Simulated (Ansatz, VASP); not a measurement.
**Two plane-wave programs on Sb**

```
Sb
1.0
     0.00000    3.53917    3.53917
     3.53917    0.00000    3.53917
     3.53917    3.53917    0.00000
Sb
2
Direct
  0.12500 0.12500 0.12500
  0.87500 0.87500 0.87500
```

Alike in both runs: functional RPBE; k mesh 8 × 8 × 8; occupations fermi-dirac, width 0.1 eV; no spin polarisation.

Ansatz relaxed the structure, and its values are those at the end. VASP's run is a single point on that final structure, the one shown.

```csv
,VASP,Ansatz
version,VASP 6.6.1,Ansatz 0.2.0
potentials or method,"VASP PAW PBE potentials, release 64 (Sb), cutoff 520 eV","plane waves (420 eV) with PAW, scalar-relativistic"
valence electrons in the cell,10,30
```

```csv
,VASP,Ansatz,Ansatz less VASP
pressure (GPa),0.0,0.0,+0.02
```

VASP's potentials were made for PBE, not for RPBE. VASP's potentials hold 10 valence electrons a cell and Ansatz's 30, so a difference there can come from the potentials and not from the codes.

Neither program's run includes spin-orbit coupling.
